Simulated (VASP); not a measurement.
# Sn (Pm-3m) in VASP: further runs

The runs below take Sn through single point, with PBE.

Everything below comes from runs of VASP 6.6.1. Logs are shortened: lines on timing, memory, paths and dates and some standing lists are left out, and cuts for length are marked.

## (1) The cell of the first run

Symmetry: Pm-3m, No. 221, cubic system. The conventional cell has a = 2.955 Å, b = 2.955 Å, c = 2.955 Å, α = 90.00°, β = 90.00°, γ = 90.00°. Within 3.9 Å of Sn (site symmetry m-3m) lie 6 Sn at 2.96 Å.

This isn't the form of Sn at room conditions, which is tetragonal (white tin).

## (2) Single point, PBE (25.81 Å³/atom)

INCAR

```
SYSTEM = Sn
PREC = Accurate ; ENCUT = 520
EDIFF = 1E-7 ; ISMEAR = -1
SIGMA = 0.1 ; LREAL = .FALSE.
LASPH = .TRUE. ; NELM = 100
ALGO = Normal ; ISIF = 2
LWAVE = .FALSE. ; LCHARG = .TRUE.
GGA = PE ; LELF = .TRUE.
LVHAR = .TRUE. ; NBANDS = 13
```

KPOINTS

```
Automatic mesh
0
G
  17 17 17
  0 0 0
```

POSCAR

```
Sn
1.0
    2.9550931168      0.0000000000      0.0000000000
    0.0000000000      2.9550931168      0.0000000000
    0.0000000000      0.0000000000      2.9550931168
Sn
1
Direct
    0.0000000000      0.0000000000      0.0000000000
```

Potentials or basis: VASP PAW PBE potentials, release 64 (Sn_d).

Run with:

```bash
$ cat potpaw_PBE.64/Sn_d/POTCAR > POTCAR
$ mpirun -np 1 vasp_std > vasp.out
```

OUTCAR:

```text
SYSTEM = Sn
   PREC = Accurate
   ENCUT = 520
   EDIFF = 1E-7
   ISMEAR = -1
   LREAL = .FALSE.
   LASPH = .TRUE.
   NELM = 100
   ISIF = 2
   GGA = PE

 ion  position               nearest neighbor table
   1  0.000  0.000  0.000-

  LATTYP: Found a simple cubic cell.
 ALAT       =     2.9550931168

  Lattice vectors:

 A1 = (   2.9550931168,   0.0000000000,   0.0000000000)
 A2 = (   0.0000000000,   2.9550931168,   0.0000000000)
 A3 = (   0.0000000000,   0.0000000000,   2.9550931168)

Analysis of symmetry for initial positions (statically):
=====================================================================
 Subroutine PRICEL returns:
 Original cell was already a primitive cell.

 Routine SETGRP: Setting up the symmetry group for a
 simple cubic supercell.

 Subroutine GETGRP returns: Found 48 space group operations
 (whereof 48 operations were pure point group operations)
 out of a pool of 48 trial point group operations.

The static configuration has the point symmetry O_h .

Analysis of symmetry for dynamics (positions and initial velocities):
=====================================================================
 Subroutine PRICEL returns:
 Original cell was already a primitive cell.

 Routine SETGRP: Setting up the symmetry group for a
 simple cubic supercell.

 Subroutine GETGRP returns: Found 48 space group operations
 (whereof 48 operations were pure point group operations)
 out of a pool of 48 trial point group operations.

The dynamic configuration has the point symmetry O_h .

 Subroutine INISYM returns: Found 48 space group operations
 (whereof 48 operations are pure point group operations),
 and found     1 'primitive' translations

----------------------------------------------------------------------------------------

                                     Primitive cell

  volume of cell :      25.8056

  direct lattice vectors                    reciprocal lattice vectors
     2.955093117  0.000000000  0.000000000     0.338398812  0.000000000  0.000000000
     0.000000000  2.955093117  0.000000000     0.000000000  0.338398812  0.000000000
     0.000000000  0.000000000  2.955093117     0.000000000  0.000000000  0.338398812

  length of vectors
     2.955093117  2.955093117  2.955093117     0.338398812  0.338398812  0.338398812

  position of ions in fractional coordinates (direct lattice)
     0.000000000  0.000000000  0.000000000

  ion indices of the primitive-cell ions
   primitive index   ion index
                 1           1

----------------------------------------------------------------------------------------

 KPOINTS: Automatic mesh

Automatic generation of k-mesh.
 Grid dimensions read from file:
 generate k-points for:   17   17   17

 Generating k-lattice:

  Cartesian coordinates                     Fractional coordinates (reciprocal lattice)
     0.019905812  0.000000000  0.000000000     0.058823529  0.000000000  0.000000000
     0.000000000  0.019905812  0.000000000     0.000000000  0.058823529  0.000000000
     0.000000000  0.000000000  0.019905812     0.000000000  0.000000000  0.058823529

  Length of vectors
     0.019905812  0.019905812  0.019905812

  Shift w.r.t. Gamma in fractional coordinates (k-lattice)
     0.000000000  0.000000000  0.000000000

 Subroutine IBZKPT returns following result:
 ===========================================

 Found    165 irreducible k-points:

 Following reciprocal coordinates:
            Coordinates               Weight
  0.000000  0.000000  0.000000      1.000000
  0.058824  0.000000  0.000000      6.000000
  0.117647  0.000000  0.000000      6.000000
  0.176471  0.000000  0.000000      6.000000
  0.235294  0.000000  0.000000      6.000000
  0.294118  0.000000  0.000000      6.000000
[... 16 lines left out ...]
  0.411765  0.117647  0.000000     24.000000
  0.470588  0.117647  0.000000     24.000000
 [... further k-points ...]
   k-points           NKPTS =    165   k-points in BZ     NKDIM =    165   number of bands    NBANDS=     13
   number of dos      NEDOS =    301   number of ions     NIONS =      1
   total plane-waves  NPLWV =  13824
   dimension x,y,z NGX =    24 NGY =   24 NGZ =   24
   dimension x,y,z NGXF=    48 NGYF=   48 NGZF=   48
   ions per type =               1
   NGX,Y,Z   is equivalent  to a cutoff of  13.50, 13.50, 13.50 a.u.
   NGXF,Y,Z  is equivalent  to a cutoff of  27.00, 27.00, 27.00 a.u.
 SYSTEM =  Sn
   PREC   = accura    normal or accurate (medium, high low for compatibility)
   ISTART =      0    job   : 0-new  1-cont  2-samecut
   ICHARG =      2    charge: 1-file 2-atom 10-const
   ISPIN  =      1    spin polarized calculation?
   LNONCOLLINEAR =      F non collinear calculations
   LSORBIT =      F    spin-orbit coupling
   LASPH  =      T    aspherical Exc in radial PAW
   ENCUT  =  520.0 eV  38.22 Ry    6.18 a.u.   5.49  5.49  5.49*2*pi/ulx,y,z
   NELM   =    100;   NELMIN=  2; NELMDL= -5     # of ELM steps
   EDIFF  = 0.1E-06   stopping-criterion for ELM
   LREAL  =      F    real-space projection
   EDIFFG = 0.1E-05   stopping-criterion for IOM
   NSW    =      0    number of steps for IOM
   IBRION =     -1    ionic relax: 0-MD 1-quasi-New 2-CG
   NFREE  =      0    steps in history (QN), initial steepest desc. (CG)
   ISIF   =      2    stress and relaxation
   ISYM   =      2    0-nonsym 1-usesym 2-fastsym
   POTIM  = 0.5000    time-step for ionic-motion
   TEBEG  =    0.0;   TEEND  =   0.0 temperature during run
   PSTRESS=    0.0 pullay stress
   NELECT =      14.0000    total number of electrons
   NUPDOWN=      -1.0000    fix difference up-down
   EMIN   =  10.00;   EMAX   =-10.00  energy-range for DOS
   EFERMI =   0.00;   METHOD = LEGACY
   ISMEAR =    -1;   SIGMA  =   0.10  broadening in eV -4-tet -1-fermi 0-gaus
   EFERMI_NEDOS =   21; number of points for ismear=-14 and -15
   IALGO  =     38    algorithm
   IMIX   =      4    mixing-type and parameters
     AMIX     =   0.40;   BMIX     =  1.00
     AMIX_MAG =   1.60;   BMIX_MAG =  1.00
  volume/ion in A,a.u.               =      25.81       174.14
  Fermi-wavevector in a.u.,A,eV,Ry     =   1.335200  2.523162 24.255911  1.782759
  Thomas-Fermi vector in A             =   2.463923
   LORBIT       =      0    0 simple, 1 ext, 2 COOP (PROOUT), +10 PAW based schemes
   GGA     = PE    functional components
   LHFCALC =     F    Hartree Fock is set to
   AEXX    =    0.0000 exact exchange contribution
   IVDW    =     0    specifies the selected vdW correction
   LEPSILON=     F    determine dielectric tensor
   LRPA    =     F    only Hartree local field effects (RPA)
 non-spin polarized calculation
  energy-cutoff  :      520.00
  volume of cell :       25.81
 maximum number of plane-waves:       739
 NGX is ok and might be reduce to    24
   NGX = 11   NGY = 11   NGZ = 11

 number of electron      13.9999991 magnetization

 Free energy of the ion-electron system (eV)
  ---------------------------------------------------
  ext. energy  EPLUGINS =         0.00000000
  ---------------------------------------------------
  free energy    TOTEN  =        -3.69532221 eV

  energy without entropy =       -3.67786336  energy(sigma->0) =       -3.68659279

 E-fermi :   8.5479     XC(G=0): -10.4964

 val. band max:        8.5389622479   @ k =   0.4706   0.3529   0.0588
 cond. band min:       8.5728777142   @ k =   0.4706   0.4706   0.4118
 fundamental gap:      0.0339154663
 Fermi energy:         8.5479082318

 k-point     1 :       0.0000    0.0000    0.0000
  band No.  band energies     occupation
      1     -13.2466      2.00000
      2     -13.2466      2.00000
      3     -12.7131      2.00000
      4     -12.7131      2.00000
      5     -12.7131      2.00000
      6      -3.0257      2.00000
      7      14.3081      0.00000
      8      14.3081      0.00000
      9      14.3081      0.00000
     10      17.6564      0.00000
     11      17.6564      0.00000
     12      19.4209      0.00000
     13      29.2958      0.00000

 k-point     2 :       0.0588    0.0000    0.0000
  band No.  band energies     occupation
      1     -13.2456      2.00000
      2     -13.2327      2.00000
      3     -12.7179      2.00000
      4     -12.7179      2.00000
      5     -12.7127      2.00000
      6      -2.9646      2.00000
      7      13.4334      0.00000
      8      14.3759      0.00000
      9      14.3759      0.00000
     10      17.6980      0.00000
     11      18.2460      0.00000
     12      19.8293      0.00000
     13      28.7946      0.00000

 k-point     3 :       0.1176    0.0000    0.0000
  band No.  band energies     occupation
      1     -13.2429      2.00000
      2     -13.1930      2.00000
      3     -12.7317      2.00000
      4     -12.7317      2.00000
      5     -12.7116      2.00000
      6      -2.7813      2.00000
      7      11.8196      0.00000
      8      14.5768      0.00000
      9      14.5768      0.00000
     10      17.8231      0.00000
     11      18.7576      0.00000
     12      21.2993      0.00000
     13      27.6868      0.00000
[... 305 lines left out ...]
 k-point    23 :       0.4118    0.1176    0.0000
  band No.  band energies     occupation
      1     -13.1819      2.00000
      2     -12.8694      2.00000
      3     -12.8430      2.00000
      4     -12.8411      2.00000
      5     -12.7201      2.00000
      6       0.0739      2.00000
      7       4.5069      2.00000
      8      14.4801      0.00000
      9      17.2195      0.00000
     10      18.7613      0.00000
     11      20.3032      0.00000
     12      22.5839      0.00000
     13      23.4836      0.00000

 k-point    24 :       0.4706    0.1176    0.0000
  band No.  band energies     occupation
      1     -13.1800      2.00000
      2     -12.8791      2.00000
      3     -12.8503      2.00000
      4     -12.8155      2.00000
      5     -12.7193      2.00000
      6       0.6345      2.00000
      7       3.6830      2.00000
      8      14.9060      0.00000
      9      17.5562      0.00000
     10      18.1709      0.00000
     11      20.7839      0.00000
     12      22.0344      0.00000
     13      22.9611      0.00000

 [... further k-points ...]

------------------------ aborting loop because EDIFF is reached ----------------------------------------

  FORCE on cell =-STRESS in cart. coord.  units (eV):
  Direction    XX          YY          ZZ          XY          YZ          ZX
  --------------------------------------------------------------------------------------
  -------------------------------------------------------------------------------------
  Total        1.3638384      1.3638384      1.3638384      0.0000000     -0.0000000      0.0000000
  in kB       84.6759319     84.6759319     84.6759319      0.0000000     -0.0000000      0.0000000
  external PRESSURE =      84.6759319 kB  Pullay stress =       0.0000000 kB

 VOLUME and BASIS-vectors are now :
 -----------------------------------------------------------------------------
  energy-cutoff  :      520.00
  volume of cell :       25.81
      direct lattice vectors                 reciprocal lattice vectors
     2.955093117  0.000000000  0.000000000     0.338398812  0.000000000  0.000000000
     0.000000000  2.955093117  0.000000000     0.000000000  0.338398812  0.000000000
     0.000000000  0.000000000  2.955093117     0.000000000  0.000000000  0.338398812

 POSITION                                       TOTAL-FORCE (eV/Angst)
 -----------------------------------------------------------------------------------
      0.00000      0.00000      0.00000         0.000000      0.000000      0.000000
 -----------------------------------------------------------------------------------
    total drift:                                0.000000     -0.000000      0.000000

  FREE ENERGIE OF THE ION-ELECTRON SYSTEM (eV)
  ---------------------------------------------------
  free  energy   TOTEN  =        -3.6953222076 eV

  energy  without entropy=       -3.6778633632  energy(sigma->0) =       -3.68659279
```

Run time: 56 s. Hardware: 1 thread of Intel Xeon 8259CL, shared host; peak memory 0.17 GiB.

Results:

| Item | Value |
| --- | --- |
| Free energy | -3.6953 eV |
| Pressure | 8.5 GPa |
| Band gap on the k mesh | zero (bands 7 and 8 overlap by 8.04 eV) |

Caveat: the cell stands under pressure; spin-orbit coupling is left out, which moves the levels of the heavy elements.

## (3) Single point, PBE (26.98 Å³/atom)

This run uses another cell than the first one, of 26.98 Å³/atom.

INCAR

```
PREC = Accurate ; ENCUT = 520
EDIFF = 1E-7 ; ISMEAR = -1
SIGMA = 0.1 ; LREAL = False
LASPH = True ; NELM = 100
ALGO = Normal ; ISIF = 2
LWAVE = False ; LCHARG = False
GGA = PE ; NBANDS = 13
```

KPOINTS

```
Automatic mesh
0
Gamma
  17 17 17
```

POSCAR

```
Sn
1.0
    2.9992054877      0.0000000000      0.0000000000
    0.0000000000      2.9992054877      0.0000000000
    0.0000000000      0.0000000000      2.9992054877
Sn
1
Direct
    0.0000000000      0.0000000000      0.0000000000
```

Potentials or basis: VASP PAW PBE potentials, release 64 (Sn_d).

Run with:

```bash
$ cat potpaw_PBE.64/Sn_d/POTCAR > POTCAR
$ mpirun -np 1 vasp_std > vasp.out
```

OUTCAR:

```text
PREC = Accurate
   ENCUT = 520
   EDIFF = 1E-7
   ISMEAR = -1
   LREAL = False
   LASPH = True
   NELM = 100
   ISIF = 2
   GGA = PE

 ion  position               nearest neighbor table
   1  0.000  0.000  0.000-

  LATTYP: Found a simple cubic cell.
 ALAT       =     2.9992054877

  Lattice vectors:

 A1 = (   2.9992054877,   0.0000000000,   0.0000000000)
 A2 = (   0.0000000000,   2.9992054877,   0.0000000000)
 A3 = (   0.0000000000,   0.0000000000,   2.9992054877)

Analysis of symmetry for initial positions (statically):
=====================================================================
 Subroutine PRICEL returns:
 Original cell was already a primitive cell.

 Routine SETGRP: Setting up the symmetry group for a
 simple cubic supercell.

 Subroutine GETGRP returns: Found 48 space group operations
 (whereof 48 operations were pure point group operations)
 out of a pool of 48 trial point group operations.

The static configuration has the point symmetry O_h .

[... 166 lines left out ...]
  band No.  band energies     occupation
      1     -13.7286      2.00000
      2     -13.7286      2.00000
      3     -13.2599      2.00000
      4     -13.2599      2.00000
      5     -13.2599      2.00000
      6      -3.2503      2.00000
      7      13.5696      0.00000
      8      13.5696      0.00000
      9      13.5696      0.00000
     10      16.8974      0.00000
     11      16.8974      0.00000
     12      18.4951      0.00000
     13      28.4456      0.00000
[... 354 lines left out ...]
  band No.  band energies     occupation
      1     -13.6704      2.00000
      2     -13.4046      2.00000
      3     -13.3798      2.00000
      4     -13.3451      2.00000
      5     -13.2653      2.00000
      6       0.2074      2.00000
      7       3.3623      2.00000
      8      14.0799      0.00000
      9      16.6237      0.00000
     10      17.4837      0.00000
     11      20.0693      0.00000
     12      21.1147      0.00000
     13      22.0942      0.00000

 [... further k-points ...]

------------------------ aborting loop because EDIFF is reached ----------------------------------------

  FORCE on cell =-STRESS in cart. coord.  units (eV):
  Direction    XX          YY          ZZ          XY          YZ          ZX
  --------------------------------------------------------------------------------------
  -------------------------------------------------------------------------------------
  Total        0.8505731      0.8505731      0.8505731      0.0000000     -0.0000000     -0.0000000
  in kB       50.5130435     50.5130435     50.5130435      0.0000000     -0.0000000     -0.0000000
  external PRESSURE =      50.5130435 kB  Pullay stress =       0.0000000 kB

 VOLUME and BASIS-vectors are now :
 -----------------------------------------------------------------------------
  energy-cutoff  :      520.00
  volume of cell :       26.98
      direct lattice vectors                 reciprocal lattice vectors
     2.999205488  0.000000000  0.000000000     0.333421636  0.000000000  0.000000000
     0.000000000  2.999205488  0.000000000     0.000000000  0.333421636  0.000000000
     0.000000000  0.000000000  2.999205488     0.000000000  0.000000000  0.333421636

 POSITION                                       TOTAL-FORCE (eV/Angst)
 -----------------------------------------------------------------------------------
      0.00000      0.00000      0.00000         0.000000      0.000000      0.000000
 -----------------------------------------------------------------------------------
    total drift:                                0.000000     -0.000000      0.000000

  FREE ENERGIE OF THE ION-ELECTRON SYSTEM (eV)
  ---------------------------------------------------
  free  energy   TOTEN  =        -3.7447749237 eV

  energy  without entropy=       -3.7266907313  energy(sigma->0) =       -3.73573283
```

OSZICAR:

```text
N       E                     dE             d eps       ncg     rms          rms(c)
DAV:   1     0.820925108424E+02    0.82093E+02   -0.72494E+03  4429   0.162E+03
DAV:   2     0.209596159517E+01   -0.79997E+02   -0.77383E+02  4575   0.343E+02
DAV:   3    -0.362905138490E+01   -0.57250E+01   -0.57060E+01  4980   0.741E+01
DAV:   4    -0.374922953611E+01   -0.12018E+00   -0.12015E+00  5121   0.115E+01
DAV:   5    -0.375327735203E+01   -0.40478E-02   -0.40477E-02  5454   0.208E+00    0.181E+00
DAV:   6    -0.374610548565E+01    0.71719E-02   -0.10760E-02  5301   0.189E+00    0.103E+00
DAV:   7    -0.374474197835E+01    0.13635E-02   -0.79087E-03  5305   0.160E+00    0.121E-01
DAV:   8    -0.374478218737E+01   -0.40209E-04   -0.10353E-03  5275   0.525E-01    0.325E-02
DAV:   9    -0.374477533849E+01    0.68489E-05   -0.31747E-05  5893   0.783E-02    0.174E-02
DAV:  10    -0.374477448246E+01    0.85603E-06   -0.50750E-06  4805   0.278E-02    0.313E-03
DAV:  11    -0.374477525131E+01   -0.76885E-06   -0.16613E-07  4428   0.652E-03    0.168E-03
DAV:  12    -0.374477488814E+01    0.36317E-06   -0.59506E-08  3506   0.331E-03    0.517E-05
DAV:  13    -0.374477492375E+01   -0.35601E-07   -0.75230E-09  2575   0.108E-03
   1 F= -.37447749E+01 E0= -.37357328E+01  d E =-.180842E-01
```

Run time: 56 s. Hardware: 1 thread of Intel Xeon 8259CL, shared host; peak memory 0.18 GiB.

What came out:

* Free energy: -3.7448 eV
* Pressure: 5.1 GPa
* Band gap on the k mesh: zero (bands 7 and 8 overlap by 7.77 eV)

Caveat: the cell stands under pressure; spin-orbit coupling is left out, which moves the levels of the heavy elements.

## (4) Single point, PBE (28.15 Å³/atom)

This run uses another cell than the first one, of 28.15 Å³/atom.

INCAR

```
PREC = Accurate
ENCUT = 520
EDIFF = 1E-6
ISMEAR = -1
SIGMA = 0.1
LREAL = F
LASPH = T
NELM = 60
ALGO = Normal
ISIF = 2
LWAVE = F
LCHARG = T
GGA = PE
LELF = T
LVHAR = T
NBANDS = 13
```

KPOINTS

```
regular mesh
0
Gamma
  17 17 17
```

POSCAR

```
Sn
1.0
    3.0420570699      0.0000000000      0.0000000000
    0.0000000000      3.0420570699      0.0000000000
    0.0000000000      0.0000000000      3.0420570699
Sn
1
Direct
    0.0000000000      0.0000000000      0.0000000000
```

Run with:

```bash
$ cat potpaw_PBE.64/Sn_d/POTCAR > POTCAR
$ mpirun -np 1 vasp_std > vasp.out
```

Wall time 47 s (1 thread of Intel Xeon 8259CL, shared host); peak memory 0.18 GiB.

Results (log left out):

```
Free energy            : -3.7719 eV
Pressure               : 2.4 GPa
Band gap on the k mesh : zero (bands 7 and 8 overlap by 7.50 eV)
```

Levels at points of the mesh, in eV from the Fermi level:
```tsv
k point	band 5	band 6	band 7	band 8	band 9	band 10
(0.00, 0.00, 0.00)	-21.22	-10.91	5.43	5.43	5.43	8.75
```

Caveat: spin-orbit coupling is left out, which moves the levels of the heavy elements.

[end of part 1 of 2]
